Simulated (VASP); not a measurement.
Wanted: the native input for a VASP 6.6.1 run.

| Quantity | Value |
| --- | --- |
| Task | single point |
| Functional | PBE |
| Potentials or basis | VASP PAW PBE potentials, release 64 (Al, N) |
| Cutoff | 520 eV |
| k mesh | 12 × 12 × 6 |
| Occupations | gaussian, width 0.05 eV |
| Spin | no spin polarisation |
| Dipole correction | no |
| Further INCAR settings | ALGO = Normal; EDIFF = 1e-06; NBANDS = 16 |

The structure of AlN lies in POSCAR:

```
AlN
1.0
    3.1110021516      0.0000000000      0.0000000000
   -1.5555010758      2.6942068945      0.0505163793
    0.0000000000      0.0933375000      4.9780000000
Al N
2 2
Direct
    0.3333333333      0.6666666667      0.0000000000
    0.6666666667      0.3333333333      0.5000000000
    0.3333333333      0.6666666667      0.3850000000
    0.6666666667      0.3333333333      0.8850000000
```

This cell differs from its parent crystal: strain +0.0375 x Voigt [0, 0, 0, 1, 0, 0].

One way to write it, as run:

INCAR

```
SYSTEM = AlN
ALGO = Normal
EDIFF = 1E-6
ENCUT = 520
GGA = PE
ISIF = 2
ISMEAR = 0
LASPH = .TRUE.
LCHARG = .TRUE.
LELF = .TRUE.
LREAL = .FALSE.
LVHAR = .TRUE.
LWAVE = .FALSE.
NBANDS = 16
NELM = 80
PREC = Accurate
SIGMA = 0.05
```

KPOINTS

```
k-points
0
G
  12 12 6
  0 0 0
```

Potentials or basis: VASP PAW PBE potentials, release 64 (Al, N).

Command:

```bash
$ cat potpaw_PBE.64/Al/POTCAR potpaw_PBE.64/N/POTCAR > POTCAR
$ mpirun -np 1 vasp_std > vasp.out
```

Results of the run:

```
Pressure               : 3.9 GPa
Largest force          : 0.297 eV/Å
Band gap on the k mesh : 4.12 eV
```

Caveat: the cell differs from its parent crystal (strain +0.0375 x Voigt [0, 0, 0, 1, 0, 0]); the cell stands under pressure.

Wall time 82 s on 1 thread of Intel(R) Xeon(R) Platinum 8259CL CPU @ 2.50GHz (Skylake/Cascade Lake) (shared host), peak memory 0.25 GiB.
